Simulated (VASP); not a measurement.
BeTe3:

```
Be Te
1.0
     2.80500   -2.80500    0.00000
     2.80500    2.80500    0.00000
     0.00000    0.00000    7.10000
Be Te
1 3
Direct
  0.00000 0.00000 0.00000
  0.50000 0.00000 0.19700
  0.00000 0.50000 0.80300
  0.60000 0.40000 0.50000
```

| Property | Result |
| --- | --- |
| Program | VASP 6.6.1 |
| Task | relaxation of cell and atoms |
| Functional | PBE |
| Potentials or basis | VASP PAW PBE potentials, release 64 (Be, Te) |
| Cutoff | 600 eV |
| k mesh | 5 × 5 × 3 |
| Occupations | gaussian, width 0.2 eV |
| Spin | no spin polarisation |

At the start: pressure 7.1 GPa; volume 27.93 Å³/atom.

Q: Where does the relaxation end?

A: Over 12 steps the energy falls by 199.1 meV/atom and the volume is 29.64 Å³/atom (+6.1 %); space group C2 (No. 5, to 0.1 Å) before and after.

The path:
```tsv
step	energy change (eV)	largest force (eV/Å)	pressure (GPa)	volume (Å³)
1	0.0000	2.4548	7.08	111.73
2	-0.5401	0.2948	-3.59	132.31
3	-0.6683	0.5150	-1.41	124.79
4	-0.6684	0.5365	-1.31	124.52
5	-0.7249	0.3339	-0.45	121.00
6	-0.7440	0.2757	0.53	117.73
7	-0.7624	0.2523	0.17	118.36
8	-0.7671	0.2669	-0.10	118.89
9	-0.7817	0.1855	-0.09	118.92
10	-0.7938	0.1262	-0.07	118.96
11	-0.7939	0.1317	-0.07	118.96
12	-0.7965	0.0719	0.13	118.57
```

Final structure:
```
Be Te
1.0
     2.73105   -2.82917    0.02622
     2.73105    2.82917    0.02622
     0.03787    0.00000    7.67306
Be Te
1 3
Direct
  0.99979 0.00021 0.00000
  0.49902 0.96254 0.18228
  0.03746 0.50098 0.81772
  0.56373 0.43627 0.50000
```

Caveat: the relaxation stopped at a loose force limit of 0.08 eV/Å, so its end isn't a converged minimum.
